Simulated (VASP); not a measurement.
# Sr3Ni (Pm-3m) in VASP: notebook, part 2 of 2

VASP 6.6.1. Earlier steps stand in the parts before.

**3. Relaxation of cell and atoms, PBE**

This run uses another cell than the first one, of 26.26 Å³/atom.

INCAR

```
SYSTEM = Sr3Ni
PREC = Accurate ; ENCUT = 600
EDIFF = 1E-7 ; ISMEAR = 0
SIGMA = 0.1 ; LREAL = .False.
LASPH = .True. ; NELM = 60
ALGO = Normal ; ISIF = 3
LWAVE = .False. ; LCHARG = .False.
GGA = PE ; IBRION = 2
NSW = 90 ; EDIFFG = -0.04
```

KPOINTS

```
regular mesh
0
Gamma
  4 4 4
  0 0 0
```

POSCAR

```
Sr3Ni
1.0
    4.7184571293      0.0000000000      0.0000000000
    0.0000000000      4.7184571293      0.0000000000
    0.0000000000      0.0000000000      4.7184571293
Sr Ni
3 1
Direct
    0.0000000000      0.5000000000      0.5000000000
    0.5000000000      0.0000000000      0.5000000000
    0.5000000000      0.5000000000      0.0000000000
    0.0000000000      0.0000000000      0.0000000000
```

Potentials or basis: VASP PAW PBE potentials, release 64 (Sr_sv, Ni).

The run is started by

```console
$ cat potpaw_PBE.64/Sr_sv/POTCAR potpaw_PBE.64/Ni/POTCAR > POTCAR
$ mpirun -np 1 vasp_std > vasp.out
```

OUTCAR:

```text
SYSTEM = Sr3Ni
   PREC = Accurate
   ENCUT = 600
   EDIFF = 1E-7
   ISMEAR = 0
   LREAL = .False.
   LASPH = .True.
   NELM = 60
   ISIF = 3
   GGA = PE
   IBRION = 2
   NSW = 90
   EDIFFG = -0.04

 ion  position               nearest neighbor table
   1  0.000  0.500  0.500-   2 3.34   3 3.34   4 3.34   3 3.34   4 3.34   2 3.34   4 3.34   4 3.34
                             2 3.34   3 3.34   3 3.34   2 3.34
   2  0.500  0.000  0.500-   1 3.34   3 3.34   4 3.34   3 3.34   4 3.34   1 3.34   3 3.34   3 3.34
                             1 3.34   4 3.34   4 3.34   1 3.34
   3  0.500  0.500  0.000-   1 3.34   2 3.34   4 3.34   1 3.34   2 3.34   2 3.34   4 3.34   2 3.34
                             1 3.34   4 3.34   1 3.34   4 3.34
   4  0.000  0.000  0.000-   1 3.34   2 3.34   3 3.34   1 3.34   2 3.34   1 3.34   3 3.34   1 3.34
                             2 3.34   3 3.34   2 3.34   3 3.34

  LATTYP: Found a simple cubic cell.
 ALAT       =     4.7184571293

  Lattice vectors:

 A1 = (   4.7184571293,   0.0000000000,   0.0000000000)
 A2 = (   0.0000000000,   4.7184571293,   0.0000000000)
 A3 = (   0.0000000000,   0.0000000000,   4.7184571293)

Analysis of symmetry for initial positions (statically):
=====================================================================
 Subroutine PRICEL returns:
 Original cell was already a primitive cell.

 Routine SETGRP: Setting up the symmetry group for a
 simple cubic supercell.

 Subroutine GETGRP returns: Found 48 space group operations
 (whereof 48 operations were pure point group operations)
 out of a pool of 48 trial point group operations.

The static configuration has the point symmetry O_h .

Analysis of symmetry for dynamics (positions and initial velocities):
=====================================================================
 Subroutine PRICEL returns:
 Original cell was already a primitive cell.

 Routine SETGRP: Setting up the symmetry group for a
 simple cubic supercell.

 Subroutine GETGRP returns: Found 48 space group operations
 (whereof 48 operations were pure point group operations)
 out of a pool of 48 trial point group operations.

The dynamic configuration has the point symmetry O_h .

 Subroutine INISYM returns: Found 48 space group operations
 (whereof 48 operations are pure point group operations),
 and found     1 'primitive' translations

----------------------------------------------------------------------------------------
[... 93 lines left out ...]
   NELECT =      40.0000    total number of electrons
   NUPDOWN=      -1.0000    fix difference up-down
   EMIN   =  10.00;   EMAX   =-10.00  energy-range for DOS
   EFERMI =   0.00;   METHOD = LEGACY
   ISMEAR =     0;   SIGMA  =   0.10  broadening in eV -4-tet -1-fermi 0-gaus
   EFERMI_NEDOS =   21; number of points for ismear=-14 and -15
   IALGO  =     38    algorithm
   IMIX   =      4    mixing-type and parameters
     AMIX     =   0.40;   BMIX     =  1.00
     AMIX_MAG =   1.60;   BMIX_MAG =  1.00
  volume/ion in A,a.u.               =      26.26       177.23
  Fermi-wavevector in a.u.,A,eV,Ry     =   1.186574  2.242300 19.156428  1.407958
  Thomas-Fermi vector in A             =   2.322744
   LORBIT       =      0    0 simple, 1 ext, 2 COOP (PROOUT), +10 PAW based schemes
   GGA     = PE    functional components
   LHFCALC =     F    Hartree Fock is set to
   AEXX    =    0.0000 exact exchange contribution
   IVDW    =     0    specifies the selected vdW correction
   LEPSILON=     F    determine dielectric tensor
   LRPA    =     F    only Hartree local field effects (RPA)
 conjugate gradient relaxation of ions
 non-spin polarized calculation
 Gauss-broadening in eV      SIGMA  =   0.10
  energy-cutoff  :      600.00
  volume of cell :      105.05
 maximum number of plane-waves:      3544
 NGX is ok and might be reduce to    40
   NGX = 19   NGY = 19   NGZ = 19

--------------------------------------- Ionic step        1  -------------------------------------------

 number of electron      39.9999994 magnetization

 Free energy of the ion-electron system (eV)
  ---------------------------------------------------
  ext. energy  EPLUGINS =         0.00000000
  ---------------------------------------------------
  free energy    TOTEN  =        -7.83592922 eV

  energy without entropy =       -7.80441767  energy(sigma->0) =       -7.82017345

 E-fermi :   4.3521     XC(G=0):  -9.7279

 val. band max:        4.3493425702   @ k =   0.2500   0.0000   0.0000
 cond. band min:       4.3859732814   @ k =   0.2500   0.2500   0.0000
 fundamental gap:      0.0366307112
 Fermi energy:         4.3520625481

 k-point     1 :       0.0000    0.0000    0.0000
  band No.  band energies     occupation
      1     -31.5728      2.00000
      2     -31.2719      2.00000
      3     -31.2719      2.00000
      4     -14.1744      2.00000
      5     -14.1744      2.00000
      6     -14.1744      2.00000
[... 372 lines left out ...]
--------------------------------------- Ionic step        4  -------------------------------------------

 number of electron      39.9999982 magnetization

 Free energy of the ion-electron system (eV)
  ---------------------------------------------------
  ext. energy  EPLUGINS =         0.00000000
  ---------------------------------------------------
  free energy    TOTEN  =        -8.88985559 eV

  energy without entropy =       -8.86441880  energy(sigma->0) =       -8.87713720

 E-fermi :   2.4990     XC(G=0):  -8.4031

 val. band max:        2.4388681501   @ k =   0.2500   0.2500   0.0000
 cond. band min:       2.5673813019   @ k =   0.2500   0.0000   0.0000
 fundamental gap:      0.1285131518
 Fermi energy:         2.4990187291

 k-point     1 :       0.0000    0.0000    0.0000
  band No.  band energies     occupation
      1     -33.6730      2.00000
      2     -33.5925      2.00000
      3     -33.5925      2.00000
      4     -15.9113      2.00000
      5     -15.9113      2.00000
      6     -15.9113      2.00000
[... 290 lines left out ...]
  FREE ENERGIE OF THE ION-ELECTRON SYSTEM (eV)
  ---------------------------------------------------
  free  energy   TOTEN  =        -8.8898555890 eV

  energy  without entropy=       -8.8644188017  energy(sigma->0) =       -8.87713720

 reached required accuracy - stopping structural energy minimisation
```

CONTCAR:

```text
Sr3Ni
   1.00000000000000
     5.2807327950432326    0.0000000000000000    0.0000000000000000
    -0.0000000000000000    5.2807327950432317    0.0000000000000000
     0.0000000000000000    0.0000000000000000    5.2807327950432326
  Sr              Ni
     3     1
Direct
     0.0000000000000000    0.5000000000000000    0.5000000000000000
     0.5000000000000000    0.0000000000000000    0.5000000000000000
     0.5000000000000000    0.5000000000000000    0.0000000000000000
     0.0000000000000000    0.0000000000000000    0.0000000000000000

  0.00000000E+00  0.00000000E+00  0.00000000E+00
  0.00000000E+00  0.00000000E+00  0.00000000E+00
  0.00000000E+00  0.00000000E+00  0.00000000E+00
  0.00000000E+00  0.00000000E+00  0.00000000E+00
```

It took 1.9 min on 1 thread of Intel Xeon 6975P-C (Granite Rapids), shared host; peak memory 0.25 GiB.

Results:

| Item | Value |
| --- | --- |
| Free energy | -8.8899 eV |
| Relaxed volume | 36.81 Å³/atom |
| Relaxed cell | a = 5.281 Å, b = 5.281 Å, c = 5.281 Å, α = 90.00°, β = 90.00°, γ = 90.00° |
| Space group after relaxing (to 0.1 Å) | Pm-3m (No. 221) |
| Energy gained by relaxing | 263.5 meV/atom |
| Ionic steps | 4 |
| Pressure after relaxing | 0.0 GPa |
| Band gap on the k mesh | zero (bands 20 and 21 overlap by 1.13 eV) |

Step by step:
```
step  energy change (eV)  largest force (eV/Å)  pressure (GPa)  volume (Å³)
   1              0.0000                0.0000           10.19       105.05
   2             -0.9555                0.0000            2.26       132.55
   3             -1.0502                0.0000            0.39       144.43
   4             -1.0539                0.0000            0.03       147.26
```

Final structure:
```
Sr Ni
1.0
     5.28073    0.00000    0.00000
     0.00000    5.28073    0.00000
     0.00000    0.00000    5.28073
Sr Ni
3 1
Direct
  0.00000 0.50000 0.50000
  0.50000 0.00000 0.50000
  0.50000 0.50000 0.00000
  0.00000 0.00000 0.00000
```

Caveat: the volume moved by over 15 % at a fixed basis, so the end points are rough. Spin polarisation is off, so any magnetic state and its effect on volume and gap are missing.

**4. Single point, PBE, collinear spin, ferromagnetic start**

This run uses another cell than the first one, of 26.26 Å³/atom.

INCAR

```
PREC     = Accurate       # precision mode
ENCUT    = 520            # plane-wave cutoff, eV
EDIFF    = 1E-6           # SCF threshold, eV
ISMEAR   = 0              # smearing method
SIGMA    = 0.1            # smearing width, eV
LREAL    = F              # projectors in reciprocal space
LASPH    = T              # aspherical terms in the spheres
NELM     = 150            # most SCF steps
ALGO     = Normal         # electronic algorithm
ISIF     = 2              # what is computed and relaxed
LWAVE    = F              # write WAVECAR
LCHARG   = F              # write CHGCAR
ISPIN    = 2              # spin polarisation
MAGMOM   = 0 0 0 2        # initial moments
LORBIT   = 11             # projections on sites
LMAXMIX  = 4              # l up to which the mixer works
GGA      = PE             # functional
NBANDS   = 32             # bands
```

KPOINTS

```
Automatic mesh
0
Gamma
  4 4 4
```

POSCAR is that of step 3.

Potentials or basis: VASP PAW PBE potentials, release 64 (Sr_sv, Ni).

The run is started by

```console
$ cat potpaw_PBE.64/Sr_sv/POTCAR potpaw_PBE.64/Ni/POTCAR > POTCAR
$ mpirun -np 1 vasp_std > vasp.out
```

OUTCAR:

```text
PREC = Accurate
   ENCUT = 520
   EDIFF = 1E-6
   ISMEAR = 0
   LREAL = F
   LASPH = T
   NELM = 150
   ISIF = 2
   ISPIN = 2
   LORBIT = 11
   GGA = PE

 ion  position               nearest neighbor table
   1  0.000  0.500  0.500-   2 3.34   3 3.34   4 3.34   3 3.34   4 3.34   2 3.34   4 3.34   4 3.34
                             2 3.34   3 3.34   3 3.34   2 3.34
   2  0.500  0.000  0.500-   1 3.34   3 3.34   4 3.34   3 3.34   4 3.34   1 3.34   3 3.34   3 3.34
                             1 3.34   4 3.34   4 3.34   1 3.34
[... 921 lines left out ...]
     4.718457129  0.000000000  0.000000000     0.211933684  0.000000000  0.000000000
     0.000000000  4.718457129  0.000000000     0.000000000  0.211933684  0.000000000
     0.000000000  0.000000000  4.718457129     0.000000000  0.000000000  0.211933684

 POSITION                                       TOTAL-FORCE (eV/Angst)
 -----------------------------------------------------------------------------------
      0.00000      2.35923      2.35923         0.000000      0.000000      0.000000
      2.35923      0.00000      2.35923         0.000000      0.000000      0.000000
      2.35923      2.35923      0.00000         0.000000      0.000000      0.000000
      0.00000      0.00000      0.00000         0.000000      0.000000      0.000000
 -----------------------------------------------------------------------------------
    total drift:                                0.000000      0.000000      0.000000

  FREE ENERGIE OF THE ION-ELECTRON SYSTEM (eV)
  ---------------------------------------------------
  free  energy   TOTEN  =        -7.8365117977 eV

  energy  without entropy=       -7.8050073376  energy(sigma->0) =       -7.82075957

 total charge

# of ion       s       p       d       tot
------------------------------------------
    1        2.083   5.716   0.341   8.140
    2        2.083   5.716   0.341   8.140
    3        2.083   5.716   0.341   8.140
    4        0.505   0.191   8.353   9.048
--------------------------------------------------
tot          6.754  17.339   9.375  33.468

 magnetization (x)

# of ion       s       p       d       tot
------------------------------------------
    1        0.000   0.000   0.000   0.000
    2        0.000   0.000   0.000   0.000
    3        0.000   0.000   0.000   0.000
    4        0.000   0.000   0.002   0.002
--------------------------------------------------
tot          0.000   0.001   0.003   0.004
```

OSZICAR:

```text
N       E                     dE             d eps       ncg     rms          rms(c)
DAV:   1     0.308500391672E+03    0.30850E+03   -0.18306E+04  1280   0.122E+03
DAV:   2     0.162930721798E+02   -0.29221E+03   -0.27984E+03  1392   0.312E+02
DAV:   3    -0.840889005482E+01   -0.24702E+02   -0.24023E+02  1984   0.805E+01
[... 14 lines left out ...]
DAV:  18    -0.783649523175E+01   -0.22787E-04   -0.92116E-05  1720   0.346E-02    0.661E-02
DAV:  19    -0.783650754475E+01   -0.12313E-04   -0.53958E-05  1744   0.354E-02    0.217E-02
DAV:  20    -0.783651413151E+01   -0.65868E-05   -0.14254E-05  1624   0.172E-02    0.356E-02
DAV:  21    -0.783651014805E+01    0.39835E-05   -0.21479E-05  1544   0.267E-02    0.145E-02
DAV:  22    -0.783651140108E+01   -0.12530E-05   -0.18932E-06  1184   0.618E-03    0.120E-02
DAV:  23    -0.783651179772E+01   -0.39663E-06   -0.30274E-07   896   0.339E-03
   1 F= -.78365118E+01 E0= -.78207596E+01  d E =-.315045E-01  mag=     0.0058
```

stdout:

```text
POSCAR found type information on POSCAR SrNi
 POSCAR found :  2 types and       4 ions
 scaLAPACK will be used
 LDA part: xc-table for (Slater+PW92), standard interpolation
 POSCAR, INCAR and KPOINTS ok, starting setup
 FFT: planning ... GRIDC
 FFT: planning ... GRID_SOFT
 FFT: planning ... GRID
 WAVECAR not read
 entering main loop
```

It took 59 s on 1 thread of Intel Xeon 6975P-C (Granite Rapids), shared host; peak memory 0.26 GiB.

Results:

```yaml
Free_energy: -7.8365 eV
Pressure: 10.1 GPa
Band_gap_on_the_k_mesh: zero (filled and empty bands overlap)
Net_moment: 0.01 μB per cell
Valence_electrons_inside_the_program's_atomic_spheres: Sr 8.14; Ni 9.05
```

Caveat: the cell stands under pressure.
